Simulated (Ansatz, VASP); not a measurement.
One calculation of MgO, two programs

POSCAR

```
MgO
1.0
   -0.0407820479      2.1021674168      2.1021674168
    2.1021674168     -0.0407820479      2.1021674168
    2.0613853690      2.0613853690      0.0000000000
Mg O
1 1
Direct
    0.0000000000      0.0000000000      0.0000000000
    0.5000000000      0.5000000000      0.5000000000
```

File INCAR.step1:

```
SYSTEM = MgO
PREC = Accurate ; ENCUT = 750
ISMEAR = 0 ; SIGMA = 0.01
LREAL = .False. ; LASPH = .True.
NELM = 120 ; NBANDS = 15
GGA = PE ; ALGO = Normal
EDIFF = 1E-5 ; LWAVE = .True.
LCHARG = .False. ; GGA_COMPAT = .False.
```

Contents of INCAR.step2:

```
SYSTEM = MgO
PREC = Accurate ; ENCUT = 750
EDIFF = 1E-6 ; ISMEAR = 0
SIGMA = 0.01 ; LREAL = .False.
LASPH = .True. ; NELM = 120
ALGO = Normal ; ISIF = 2
LWAVE = .False. ; LCHARG = .False.
METAGGA = R2SCAN ; LMIXTAU = .True.
NBANDS = 15 ; ISTART = 1
GGA_COMPAT = .False.
```

Contents of KPOINTS:

```
regular mesh
0
Gamma
  10 10 10
  0 0 0
```

Input for Ansatz:

```yaml
crystal:
  lattice:
    - [-0.0407820479, 2.1021674168, 2.1021674168]
    - [2.1021674168, -0.0407820479, 2.1021674168]
    - [2.061385369, 2.061385369, 0.0]
  atoms:
    - { symbol: Mg, position: [0.0, 0.0, 0.0] }
    - { symbol: O, position: [0.5, 0.5, 0.5] }
kpoints:
  mp_grid: { grid: [10, 10, 10] }
  band_path:
    path:
      - [0.0, 0.0, 0.0]
      - [0.5, 0.0, 0.5]
      - [0.625, 0.25, 0.625]
      - [0.375, 0.375, 0.75]
      - [0.5, 0.5, 0.5]
      - [0.5, 0.25, 0.75]
    npoints: 1
hamiltonian:
  xc: r2scan
scf:
  occupations: { method: fixed }
  n_extra_bands: 4
output:
  forces: true
  stress: true
  eigenvalues: true
```

Change from the starting cell: shear_xy strain -3.9%.

Alike in both runs: task single point; functional r2SCAN; k mesh 10 × 10 × 10; no spin polarisation.

|  | VASP | Ansatz |
| --- | --- | --- |
| version | VASP 6.6.1 | Ansatz 0.2.0 |
| potentials or method | VASP PAW PBE potentials, release 64 (Mg_sv, O) | plane waves, PAW |
| plane-wave cutoff (eV) | 750 | 500 |
| occupations | gaussian, width 0.01 eV | fixed |
| valence electrons in the cell | 16 | 16 |

|  | VASP | Ansatz | Ansatz less VASP |
| --- | --- | --- | --- |
| gap on the k mesh at the Fermi level (eV) | 5.54 | 5.52 | -0.020 |
| pressure (GPa) | -0.1 | 0.1 | +0.14 |
| traceless stress, the component that is largest in VASP (GPa) | 5.93 | 6.09 | +0.158 |

VASP's potentials were made for PBE, not for r2SCAN.
